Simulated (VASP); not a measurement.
Wanted: the native input for a VASP 6.6.1 run.

```
Task                   : relaxation of cell and atoms
Functional             : LDA
Potentials or basis    : VASP PAW LDA potentials, release 64 (Re)
Cutoff                 : 600 eV
k mesh                 : 9 × 9 × 13
Occupations            : fermi-dirac, width 0.08 eV
Spin                   : no spin polarisation
Target pressure        : 140 GPa
Dipole correction      : no
Further INCAR settings : ALGO = Normal; EDIFF = 1e-07; IBRION = 2; EDIFFG = -0.005; NSW = 32; ISIF = 3
```

The structure of Re lies in POSCAR:

```
Re
1.0
    4.0260197816      0.0000000000      0.0000000000
   -2.0130098908      3.4866354071      0.0000000000
    0.0000000000      0.0000000000      2.4856410992
Re
3
Direct
    0.0000000000      0.0000000000      0.0000000000
    0.3333333333      0.6666666667      0.5000000000
    0.6666666667      0.3333333333      0.5000000000
```

This isn't the form of Re at room conditions, which is hcp.

These files were run (other wordings do the same):

INCAR

```
  ALGO = Normal
  EDIFF = 1E-7
  EDIFFG = -0.005
  ENCUT = 600
  IBRION = 2
  ISIF = 3
  ISMEAR = -1
  LASPH = True
  LCHARG = False
  LREAL = False
  LWAVE = False
  NELM = 100
  NSW = 32
  PREC = Accurate
  PSTRESS = 1400.0
  SIGMA = 0.08
```

KPOINTS

```
k-points
0
Gamma
  9 9 13
```

Potentials or basis: VASP PAW LDA potentials, release 64 (Re).

Command:

```console
$ cat potpaw_LDA.64/Re/POTCAR > POTCAR
$ mpirun -np 1 vasp_std > vasp.out
```

Results of the run:

The relaxed volume is 11.70 Å³/atom. The relaxed cell is a = 4.031 Å, b = 4.031 Å, c = 2.495 Å, α = 90.00°, β = 90.00°, γ = 120.00°. The space group after relaxing (to 0.1 Å) is P6/mmm (No. 191). The energy change on relaxing (the run minimises the enthalpy) is -62.7 meV/atom and the ionic steps are 6. The pressure after relaxing is 140.0 GPa.

Caveat: the cell is relaxed towards a set pressure, so the run minimises the enthalpy, not the energy; the highest band is partly filled, so the run has too few bands.

It took 4.3 min on 1 thread of Intel Xeon 8259CL, with other jobs on the host, peak memory 0.18 GiB.
